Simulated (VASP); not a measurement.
Here is a VASP 6.6.1 calculation.

File POSCAR:

```
TiAl3
1.0
    4.1138981000      0.0000000000      0.0000000000
    0.0000000000      4.1138981000      0.0000000000
    0.0000000000      0.0000000000      3.8513230883
Ti Al
1 3
Direct
    0.0000000000      0.0000000000      0.0000000000
    0.5000000000      0.5000000000      0.0000000000
    0.5000000000      0.0000000000      0.5000000000
    0.0000000000      0.5000000000      0.5000000000
```

INCAR.step1

```
SYSTEM = TiAl3
ALGO = Normal
EDIFF = 1E-4
ENCUT = 520
GGA = PE
ISMEAR = 0
LASPH = .TRUE.
LCHARG = .FALSE.
LREAL = .FALSE.
LWAVE = .TRUE.
NBANDS = 18
NELM = 60
PREC = Accurate
SIGMA = 0.1
```

INCAR.step2

```
SYSTEM = TiAl3
ALGO = Normal
EDIFF = 1E-6
ENCUT = 520
ISIF = 2
ISMEAR = 0
ISTART = 1
LASPH = .TRUE.
LCHARG = .TRUE.
LELF = .TRUE.
LMIXTAU = .TRUE.
LREAL = .FALSE.
LVHAR = .TRUE.
LWAVE = .FALSE.
METAGGA = R2SCAN
NBANDS = 18
NELM = 60
PREC = Accurate
SIGMA = 0.1
```

Contents of KPOINTS:

```
k-points
0
G
  14 14 14
  0 0 0
```

Potentials or basis: VASP PAW PBE potentials, release 64 (Ti_sv, Al).

Launch:

```sh
$ cat potpaw_PBE.64/Ti_sv/POTCAR potpaw_PBE.64/Al/POTCAR > POTCAR
$ cp INCAR.step1 INCAR
$ mpirun -np 1 vasp_std > vasp.out
$ cp INCAR.step2 INCAR
$ mpirun -np 1 vasp_std > vasp.out
```

Q: Estimate the band gap on the k mesh.

A: Zero (an odd number of electrons rules out a gap without spin polarisation).

Q: What does it give for the pressure?

A: -5.2 GPa.

Stress tensor (GPa, compression positive):
```
-7.82  0.00  0.00
 0.00 -7.82  0.00
 0.00  0.00 -0.10
```

Caveat: the cell differs from its parent crystal (biaxial strain in the a-b plane: +4.0 %, then relaxed in part); the stress differs along the axes, from -8 to -0 GPa; the PAW data sets were made with another functional, which shifts forces and pressure a little.
